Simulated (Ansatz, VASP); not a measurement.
**Two plane-wave programs on GaAs**

```
CELL_PARAMETERS angstrom
0.00000 5.60338 -5.60338
5.60338 5.60338 0.00000
5.60338 0.00000 -5.60338
ATOMIC_POSITIONS crystal
Ga 0.50000 0.00000 0.50000
Ga 0.50000 0.50000 0.50000
Ga 0.00000 0.00000 0.50000
Ga 0.00000 0.50000 0.50000
Ga 0.50000 0.00000 0.00000
Ga 0.50000 0.50000 0.00000
Ga 0.00000 0.00000 0.00000
Ga 0.00000 0.50000 0.00000
As 0.12500 0.12500 0.12500
As 0.12500 0.62500 0.12500
As 0.62500 0.12500 0.12500
As 0.62500 0.62500 0.12500
As 0.12500 0.12500 0.62500
As 0.12500 0.62500 0.62500
As 0.62500 0.12500 0.62500
As 0.62500 0.62500 0.62500
```

Alike in both runs: task single point; functional r2SCAN; k mesh 3 × 3 × 3; occupations gaussian, width 0.02 eV; no spin polarisation.

|  | VASP | Ansatz |
| --- | --- | --- |
| version | VASP 6.6.1 | Ansatz 0.2.0 |
| potentials or method | VASP PAW PBE potentials, release 64 (Ga_d, As) | scalar-relativistic, plane waves, PAW |
| plane-wave cutoff (eV) | 520 | 500 |
| valence electrons in the cell | 144 | 224 |

```csv
,VASP,Ansatz,Ansatz less VASP
gap on the k mesh at the Fermi level (eV),1.21,1.23,+0.020
pressure (GPa),2.7,2.6,-0.10
```

VASP's potentials were made for PBE, not for r2SCAN. The functional is the same, so the differences come from potentials, cutoffs and numerics. VASP's potentials hold 144 valence electrons a cell and Ansatz's 224, so a difference there can come from the potentials and not from the codes.
